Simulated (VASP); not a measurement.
# H3CCl in VASP: further runs

The runs below take H3CCl through single point, with LDA.

Everything below comes from runs of VASP 6.6.1. Logs are shortened: lines on timing, memory, paths and dates and some standing lists are left out, and cuts for length are marked.

**1. The cell of the first run**

The cell holds a disordered packing, 40 atoms: a = 8.382 Å, b = 8.382 Å, c = 8.382 Å, α = 90.00°, β = 90.00°, γ = 90.00°.

**2. Single point, LDA**

Input file INCAR:

```
SYSTEM = H3CCl
PREC = Accurate ; ENCUT = 520
EDIFF = 1E-6 ; ISMEAR = -1
SIGMA = 0.02 ; LREAL = Auto
LASPH = .TRUE. ; NELM = 100
ALGO = Normal ; ISIF = 2
LWAVE = .FALSE. ; LCHARG = .FALSE.
GGA = CA ; NBANDS = 82
```

Input file KPOINTS:

```
regular mesh
0
G
  1 1 1
  0 0 0
```

Input file POSCAR:

```
H3CCl
1.0
    8.3815160000      0.0000000000      0.0000000000
    0.0000000000      8.3815160000      0.0000000000
    0.0000000000      0.0000000000      8.3815160000
C Cl H
8 8 24
Direct
    0.4134812843      0.1398315054      0.7654462510
    0.7184857727      0.7144292274      0.3272916260
    0.0050826127      0.0846266952      0.8849711675
    0.0209627948      0.5661624938      0.8110585245
    0.5279713121      0.5595646420     -0.1968617610
    1.2026225327      0.3597678511      0.3505571069
    0.4133023191      0.8677189186      0.0908188924
    0.5908835585      0.1403206771      0.3578946816
    0.6405285154      0.1469781839      0.7168273615
    0.8406951678      0.7173642573      0.1671058076
   -0.0758096745      0.1727014540      1.0675753646
   -0.0908546855      0.7478360717      0.7603039832
    0.5333760623      0.4801875937     -0.0103083977
    1.1823994609      0.5156585038      0.5102895467
    0.2664076523      0.7205856315      0.1840836431
    0.6348732139      0.3221254962      0.4346946304
    0.3720329353      0.2653577229      0.7612823265
    0.3592070933      0.0510170237      0.6962105662
    0.4234317515      0.1166972657      0.8976299753
    0.7300707891      0.8245047793      0.3999395813
    0.5817205384      0.7215162508      0.2778256344
    0.7424909766      0.6151273827      0.4046642636
    0.0030185470      0.1739542107      0.8106648010
    0.0935749571      0.0004414476      0.9116489189
   -0.1219588437      0.0380838025      0.8597251380
   -0.0302809182      0.4767633922      0.7339364382
    0.1397479883      0.5747766872      0.7778783695
    0.0056433705      0.5122939573      0.9203108364
    0.6503000173      0.5456411465     -0.2707505420
    0.4433207549      0.4857116541     -0.2816912835
    0.5056603125      0.6903405064     -0.1984724482
    1.0813198949      0.3191546732      0.2862012075
    1.2895519140      0.3932940055      0.2640930352
    1.2622418188      0.2539039477      0.4248038183
    0.3478487663      0.9184257359     -0.0073256437
    0.4546552199      0.9465232781      0.2030778203
    0.5158851931      0.7991036466      0.0900791694
    0.6583415220      0.1226508426      0.2474254061
    0.6084818069      0.0316887780      0.4209501002
    0.4759043591      0.1495791453      0.2957698822
```

Potentials or basis: VASP PAW LDA potentials, release 64 (C, Cl, H).

Started as:

```console
$ cat potpaw_LDA.64/C/POTCAR potpaw_LDA.64/Cl/POTCAR potpaw_LDA.64/H/POTCAR > POTCAR
$ mpirun -np 1 vasp_gam > vasp.out
```

OUTCAR:

```text
SYSTEM = H3CCl
   PREC = Accurate
   ENCUT = 520
   EDIFF = 1E-6
   ISMEAR = -1
   LREAL = Auto
   LASPH = .TRUE.
   NELM = 100
   ISIF = 2
   GGA = CA

 ion  position               nearest neighbor table
   1  0.413  0.140  0.765-  18 1.05  17 1.11  19 1.13   9 1.95
   2  0.718  0.714  0.327-  22 1.07  20 1.11  21 1.22  10 1.69
   3  0.005  0.085  0.885-  23 0.97  24 1.05  25 1.15  11 1.83
   4  0.021  0.566  0.811-  28 1.03  27 1.04  26 1.08  12 1.84
   5  0.528  0.560  0.803-  31 1.11  30 1.18  29 1.20  13 1.70
   6  0.203  0.360  0.351-  33 1.07  34 1.19  32 1.20  14 1.88
   7  0.413  0.868  0.091-  37 1.03  35 1.08  36 1.20  15 1.91
   8  0.591  0.140  0.358-  39 1.06  38 1.09  40 1.10  16 1.69
   9  0.641  0.147  0.717-   1 1.95
  10  0.841  0.717  0.167-   2 1.69
  11  0.924  0.173  0.068-   3 1.83
  12  0.909  0.748  0.760-   4 1.84
  13  0.533  0.480  0.990-   5 1.70
  14  0.182  0.516  0.510-   6 1.88
[... 24 lines left out ...]
  39  0.608  0.032  0.421-   8 1.06
  40  0.476  0.150  0.296-   8 1.10

  LATTYP: Found a simple cubic cell.
 ALAT       =     8.3815160000

  Lattice vectors:

 A1 = (   8.3815160000,   0.0000000000,   0.0000000000)
 A2 = (   0.0000000000,   8.3815160000,   0.0000000000)
 A3 = (   0.0000000000,   0.0000000000,   8.3815160000)

Analysis of symmetry for initial positions (statically):
=====================================================================
 Subroutine PRICEL returns:
 Original cell was already a primitive cell.

 Routine SETGRP: Setting up the symmetry group for a
 simple cubic supercell.

 Subroutine GETGRP returns: Found  1 space group operations
 (whereof  1 operations were pure point group operations)
 out of a pool of 48 trial point group operations.

The static configuration has the point symmetry C_1 .

Analysis of symmetry for dynamics (positions and initial velocities):
=====================================================================
 Subroutine PRICEL returns:
 Original cell was already a primitive cell.

 Routine SETGRP: Setting up the symmetry group for a
 simple cubic supercell.

 Subroutine GETGRP returns: Found  1 space group operations
 (whereof  1 operations were pure point group operations)
 out of a pool of 48 trial point group operations.

The dynamic configuration has the point symmetry C_1 .

 Subroutine INISYM returns: Found  1 space group operations
 (whereof  1 operations are pure point group operations),
 and found     1 'primitive' translations

----------------------------------------------------------------------------------------

                                     Primitive cell

  volume of cell :     588.7999

  direct lattice vectors                    reciprocal lattice vectors
     8.381516000  0.000000000  0.000000000     0.119310158  0.000000000  0.000000000
     0.000000000  8.381516000  0.000000000     0.000000000  0.119310158  0.000000000
     0.000000000  0.000000000  8.381516000     0.000000000  0.000000000  0.119310158

  length of vectors
     8.381516000  8.381516000  8.381516000     0.119310158  0.119310158  0.119310158

  position of ions in fractional coordinates (direct lattice)
     0.413481284  0.139831505  0.765446251
     0.718485773  0.714429227  0.327291626
     0.005082613  0.084626695  0.884971167
     0.020962795  0.566162494  0.811058524
     0.527971312  0.559564642  0.803138239
     0.202622533  0.359767851  0.350557107
[... 32 lines left out ...]
     0.608481807  0.031688778  0.420950100
     0.475904359  0.149579145  0.295769882

  ion indices of the primitive-cell ions
   primitive index   ion index
                 1           1
                 2           2
                 3           3
                 4           4
                 5           5
                 6           6
[... 32 lines left out ...]
                39          39
                40          40

----------------------------------------------------------------------------------------

 KPOINTS: regular mesh

Automatic generation of k-mesh.
 Grid dimensions read from file:
[... 44 lines left out ...]
   TEBEG  =    0.0;   TEEND  =   0.0 temperature during run
   PSTRESS=    0.0 pullay stress
   NELECT =     112.0000    total number of electrons
   NUPDOWN=      -1.0000    fix difference up-down
   EMIN   =  10.00;   EMAX   =-10.00  energy-range for DOS
   EFERMI =   0.00;   METHOD = LEGACY
   ISMEAR =    -1;   SIGMA  =   0.02  broadening in eV -4-tet -1-fermi 0-gaus
   EFERMI_NEDOS =   21; number of points for ismear=-14 and -15
   IALGO  =     38    algorithm
   IMIX   =      4    mixing-type and parameters
     AMIX     =   0.40;   BMIX     =  1.00
     AMIX_MAG =   1.60;   BMIX_MAG =  1.00
  volume/ion in A,a.u.               =      14.72        99.34
  Fermi-wavevector in a.u.,A,eV,Ry     =   0.941510  1.779196 12.060763  0.886441
  Thomas-Fermi vector in A             =   2.069028
   LORBIT       =      0    0 simple, 1 ext, 2 COOP (PROOUT), +10 PAW based schemes
   GGA     = CA    functional components
   LHFCALC =     F    Hartree Fock is set to
   AEXX    =    0.0000 exact exchange contribution
   IVDW    =     0    specifies the selected vdW correction
   LEPSILON=     F    determine dielectric tensor
   LRPA    =     F    only Hartree local field effects (RPA)
 non-spin polarized calculation
  energy-cutoff  :      520.00
  volume of cell :      588.80
 maximum number of plane-waves:      7896
 NGX is ok and might be reduce to    64
   NGX = 31   NGY = 31   NGZ = 31

 number of electron     111.9999998 magnetization

 Free energy of the ion-electron system (eV)
  ---------------------------------------------------
  ext. energy  EPLUGINS =         0.00000000
  ---------------------------------------------------
  free energy    TOTEN  =      -184.93056858 eV

  energy without entropy =     -184.93056858  energy(sigma->0) =     -184.93056858

 E-fermi :  -1.7742     XC(G=0):  -7.1599

 val. band max:       -2.2840811232   @ k =   0.0000   0.0000   0.0000
 cond. band min:       1.8086992581   @ k =   0.0000   0.0000   0.0000
 fundamental gap:      4.0927803813
 Fermi energy:        -1.7742369212

 k-point     1 :       0.0000    0.0000    0.0000
  band No.  band energies     occupation
      1     -18.0013      2.00000
      2     -17.6735      2.00000
      3     -17.5664      2.00000
      4     -17.2923      2.00000
      5     -17.0356      2.00000
      6     -16.7710      2.00000
[... 60 lines left out ...]
     67       4.3280      0.00000
     68       4.4909      0.00000
 [bands above 68 left out]

------------------------ aborting loop because EDIFF is reached ----------------------------------------

  FORCE on cell =-STRESS in cart. coord.  units (eV):
  Direction    XX          YY          ZZ          XY          YZ          ZX
  --------------------------------------------------------------------------------------
  -------------------------------------------------------------------------------------
  Total      -10.0618339      1.8745146      5.4622520     -0.0218537     -5.6899150     -5.8559680
  in kB      -27.3791519      5.1007224     14.8632774     -0.0594659    -15.4827688    -15.9346138
  external PRESSURE =      -2.4717174 kB  Pullay stress =       0.0000000 kB

 VOLUME and BASIS-vectors are now :
 -----------------------------------------------------------------------------
  energy-cutoff  :      520.00
  volume of cell :      588.80
      direct lattice vectors                 reciprocal lattice vectors
     8.381516000  0.000000000  0.000000000     0.119310158  0.000000000  0.000000000
     0.000000000  8.381516000  0.000000000     0.000000000  0.119310158  0.000000000
     0.000000000  0.000000000  8.381516000     0.000000000  0.000000000  0.119310158

 POSITION                                       TOTAL-FORCE (eV/Angst)
 -----------------------------------------------------------------------------------
      3.46560      1.17200      6.41560         3.248553      1.901997      2.461027
      6.02200      5.98800      2.74320        -3.393591      1.514209     -0.203214
      0.04260      0.70930      7.41740        -5.112616     -2.483991      3.934116
      0.17570      4.74530      6.79790        -2.482277      0.872684     -2.162962
      4.42520      4.69000      6.73152         1.060175     -0.718016     -3.857956
      1.69828      3.01540      2.93820        -1.175829     -2.073520      2.157649
[... 32 lines left out ...]
      5.10000      0.26560      3.52820        -0.010116     -0.675541      1.471405
      3.98880      1.25370      2.47900        -0.733924     -0.179904      0.704757
 -----------------------------------------------------------------------------------
    total drift:                               -0.000487     -0.006988     -0.022292

  FREE ENERGIE OF THE ION-ELECTRON SYSTEM (eV)
  ---------------------------------------------------
  free  energy   TOTEN  =      -184.9305685803 eV

  energy  without entropy=     -184.9305685803  energy(sigma->0) =     -184.93056858
```

It used 150 s of CPU time on 1 thread of AMD EPYC 7R13 Processor (Zen 3), with other jobs on the host.

Results:

- Free energy: -184.9306 eV
- Pressure: -0.2 GPa
- Largest force: 6.913 eV/Å
- Band gap on the k mesh: 4.09 eV

Forces on the atoms (eV/Å):
```
C    3.249  1.902  2.461
C   -3.394  1.514 -0.203
C   -5.113 -2.484  3.934
C   -2.482  0.873 -2.163
C    1.060 -0.718 -3.858
C   -1.176 -2.074  2.158
C   -1.897  0.409  4.613
C   -0.493  0.254 -3.044
Cl  -2.090 -0.787  1.395
Cl   1.072  0.109 -1.173
Cl   0.776  0.327  0.372
Cl   0.833 -1.354  0.743
Cl   0.191 -0.391  0.854
Cl   0.106 -1.327 -2.040
Cl   0.894  1.272 -0.632
Cl   0.314  1.299 -0.127
H   -0.055 -0.329 -0.670
H   -0.737 -1.104 -1.048
H   -0.314 -0.261 -0.944
H    0.256 -0.071 -0.087
H    2.201 -0.745  1.235
H   -0.110 -0.880  0.382
H    1.368  4.307 -3.753
H    1.247 -0.979 -0.011
H    1.686 -0.775 -0.482
H   -0.284 -0.363 -0.783
H    2.177  0.682 -0.328
H   -0.542 -0.049  3.112
H   -1.593  0.159  1.580
H    0.671  1.318  1.241
H   -0.300 -0.453  0.161
H    1.854  0.921  1.377
H    0.722  0.864 -0.768
H   -1.210  1.436 -1.278
H    0.310  0.337 -0.509
H   -1.426 -0.489 -2.070
H    2.040 -1.582 -1.637
H    0.932  0.089 -0.187
H   -0.010 -0.676  1.471
H   -0.734 -0.180  0.705
```

Caveat: the k points lie up to 0.75 Å⁻¹ apart; the atoms stand as in a frame of molecular dynamics.

[end of part 1 of 2]
